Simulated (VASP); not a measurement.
# Sn4P11 in VASP: notebook, part 2 of 2

VASP 6.6.1.

### 5 Single point, PBE

Input file INCAR:

```
SYSTEM = Sn4P11
ALGO = Normal
EDIFF = 1E-6
ENCUT = 520
GGA = PE
ISIF = 2
ISMEAR = -1
ISYM = 0
LASPH = .True.
LCHARG = .False.
LREAL = Auto
LWAVE = .False.
NBANDS = 68
NELM = 80
PREC = Accurate
SIGMA = 0.1034
```

Input file KPOINTS:

```
Automatic mesh
0
Gamma
  1 1 1
  0.25 0.25 0.25
```

Input file POSCAR:

```
Sn4P11
1.0
    6.9109540000     -0.1477090000      0.0559190000
   -0.1477090000      6.8279300000     -0.2761220000
    0.0559190000     -0.2761220000      6.8173210000
Sn P
4 11
Direct
    0.7948688224      0.4805408120      0.1324296773
    0.3768407817      0.1287419012      0.6559850873
    0.7797934842      0.1282413189      0.6620379145
    0.2614251237      0.4354141869      0.0294281001
    0.3998948358      0.7490835728      0.2138552277
    0.4073743140      0.5422540779      0.4420619648
    0.9381179976      0.6113290205      0.7647753086
    0.5485243478      0.1320587278      1.0109037534
   -0.0040187863      0.4162384670      0.4907422321
    0.0305000409      0.1395908899      0.2264784926
    0.4240793909      0.7170853650      0.7355782352
    0.9923266994      0.9151774332      0.9458640288
    0.0860009021      0.8760688671      0.3288502629
    0.7687813116     -0.0152729800      0.1783966623
    0.7311058204      0.7308458063      0.5686584069
```

Potentials or basis: VASP PAW PBE potentials, release 64 (Sn_d, P).

On the command line:

```
$ cat potpaw_PBE.64/Sn_d/POTCAR potpaw_PBE.64/P/POTCAR > POTCAR
$ mpirun -np 1 vasp_std > vasp.out
```

OUTCAR:

```text
SYSTEM = Sn4P11
   EDIFF = 1E-6
   ENCUT = 520
   GGA = PE
   ISIF = 2
   ISMEAR = -1
   ISYM = 0
   LASPH = .True.
   LREAL = Auto
   NELM = 80
   PREC = Accurate

 ion  position               nearest neighbor table
   1  0.795  0.481  0.132-   7 2.88   9 2.91   8 2.94  10 3.02   4 3.31  15 3.34
   2  0.377  0.129  0.656-   8 2.71   3 2.79  11 2.94   4 3.28   6 3.28  13 3.35
   3  0.780  0.128  0.662-   9 2.74  15 2.75   2 2.79   8 2.84  12 2.96
   4  0.261  0.435  0.029-   5 2.55  10 2.92   8 2.93   6 3.03  11 3.06   7 3.23   2 3.28   1 3.31

   5  0.400  0.749  0.214-   6 2.19  13 2.46   4 2.55
   6  0.407  0.542  0.442-   5 2.19  11 2.25  15 2.66   9 2.96   4 3.03   2 3.28
   7  0.938  0.611  0.765-  15 2.20   9 2.25  12 2.35   1 2.88   4 3.23
   8  0.549  0.132  0.011-  14 2.24   2 2.71   3 2.84   4 2.93   1 2.94
   9  0.996  0.416  0.491-   7 2.25  10 2.52   3 2.74  15 2.90   1 2.91   6 2.96
  10  0.031  0.140  0.226-  13 2.04  14 2.07  12 2.37   9 2.52   4 2.92   1 3.02
  11  0.424  0.717  0.736-   6 2.25  15 2.39   2 2.94   4 3.06
[... 231 lines left out ...]

  FORCE on cell =-STRESS in cart. coord.  units (eV):
  Direction    XX          YY          ZZ          XY          YZ          ZX
  --------------------------------------------------------------------------------------
  -------------------------------------------------------------------------------------
  Total        5.0473718      7.1747212      1.7494606      7.0558009     -0.2526033      5.8403809
  in kB       25.1924785     35.8105203      8.7319207     35.2169644     -1.2607954     29.1505517
  external PRESSURE =      23.2449731 kB  Pullay stress =       0.0000000 kB

 VOLUME and BASIS-vectors are now :
 -----------------------------------------------------------------------------
  energy-cutoff  :      520.00
  volume of cell :      321.00
      direct lattice vectors                 reciprocal lattice vectors
     6.910954000 -0.147709000  0.055919000     0.144772439  0.003088908 -0.001062384
    -0.147709000  6.827930000 -0.276122000     0.003088908  0.146763460  0.005919025
     0.055919000 -0.276122000  6.817321000    -0.001062384  0.005919025  0.146933639

 POSITION                                       TOTAL-FORCE (eV/Angst)
 -----------------------------------------------------------------------------------
      5.42973      3.12712      0.81458        -0.407382      0.394029     -0.048708
      2.62200      0.64225      4.45758        -1.482201     -1.033032     -0.593919
      5.40719      0.57764      4.52152         1.306868     -0.004487      0.004355
      1.74403      2.92624      0.09501        -0.075335     -0.350323     -0.443414
      2.66497      4.99657      1.27344         0.052268      0.983974      0.668184
      2.75997      3.52024      2.88673         0.310131      0.381907      0.811503
      6.43576      3.82437      5.09738         0.259972     -0.085414      0.603908
      3.77193      0.81766      0.06854        -0.043080      1.259076     -0.182628
      6.84914      2.55943      3.28631         0.108904     -0.972975     -0.635533
      0.20283      0.88608      1.50714         1.443762      3.529004     -0.372549
      2.86601      4.63046      4.84038         0.440313     -0.290168     -0.803747
      6.77564      5.84102      6.25105         0.172520      0.165942     -0.450104
      0.48333      5.87823      2.00478         1.440441     -2.486000      1.049689
      5.17754      6.56083      0.98727        -1.847196     -1.558000      0.007621
      4.97649      4.72515      3.71581        -1.679987      0.066468      0.385344
 -----------------------------------------------------------------------------------
    total drift:                                0.000329     -0.008946     -0.014249

  FREE ENERGIE OF THE ION-ELECTRON SYSTEM (eV)
  ---------------------------------------------------
  free  energy   TOTEN  =       -71.0759754192 eV

  energy  without entropy=      -70.8967571482  energy(sigma->0) =      -70.98636628
```

OSZICAR:

```text
N       E                     dE             d eps       ncg     rms          rms(c)
DAV:   1     0.120695374436E+04    0.12070E+04   -0.46546E+04   136   0.186E+03
DAV:   2     0.162452125942E+03   -0.10445E+04   -0.10106E+04   136   0.516E+02
DAV:   3    -0.524457313076E+02   -0.21490E+03   -0.20121E+03   156   0.197E+02
DAV:   4    -0.716804838859E+02   -0.19235E+02   -0.18495E+02   168   0.562E+01
DAV:   5    -0.725311826955E+02   -0.85070E+00   -0.82814E+00   168   0.118E+01    0.174E+01
DAV:   6    -0.711449564280E+02    0.13862E+01   -0.31213E+00   200   0.923E+00    0.974E+00
DAV:   7    -0.710913805505E+02    0.53576E-01   -0.17080E+00   168   0.434E+00    0.271E+00
DAV:   8    -0.710736457774E+02    0.17735E-01   -0.25348E-01   168   0.282E+00    0.116E+00
DAV:   9    -0.710755566951E+02   -0.19109E-02   -0.32285E-02   160   0.947E-01    0.460E-01
DAV:  10    -0.710757958813E+02   -0.23919E-03   -0.35848E-03   176   0.349E-01    0.218E-01
DAV:  11    -0.710759523970E+02   -0.15652E-03   -0.58824E-04   176   0.124E-01    0.630E-02
DAV:  12    -0.710759646263E+02   -0.12229E-04   -0.83100E-05   168   0.468E-02    0.315E-02
DAV:  13    -0.710759738555E+02   -0.92291E-05   -0.23354E-05   160   0.227E-02    0.125E-02
DAV:  14    -0.710759755084E+02   -0.16529E-05   -0.36254E-06   136   0.867E-03    0.739E-03
DAV:  15    -0.710759754192E+02    0.89160E-07   -0.69508E-07    80   0.509E-03
   1 F= -.71075975E+02 E0= -.70986366E+02  d E =-.179218E+00
```

Wall time 28 s (1 thread of Intel Xeon 6975P-C (Granite Rapids), shared host); peak memory 0.35 GiB.

Results:

- Free energy: -71.0760 eV
- Pressure: 2.3 GPa
- Largest force: 3.831 eV/Å

Forces on the atoms (eV/Å):
```
Sn  -0.407  0.394 -0.049
Sn  -1.482 -1.033 -0.594
Sn   1.307 -0.004  0.004
Sn  -0.075 -0.350 -0.443
P    0.052  0.984  0.668
P    0.310  0.382  0.812
P    0.260 -0.085  0.604
P   -0.043  1.259 -0.183
P    0.109 -0.973 -0.636
P    1.444  3.529 -0.373
P    0.440 -0.290 -0.804
P    0.173  0.166 -0.450
P    1.440 -2.486  1.050
P   -1.847 -1.558  0.008
P   -1.680  0.066  0.385
```

Caveat: the k points lie up to 0.92 Å⁻¹ apart.
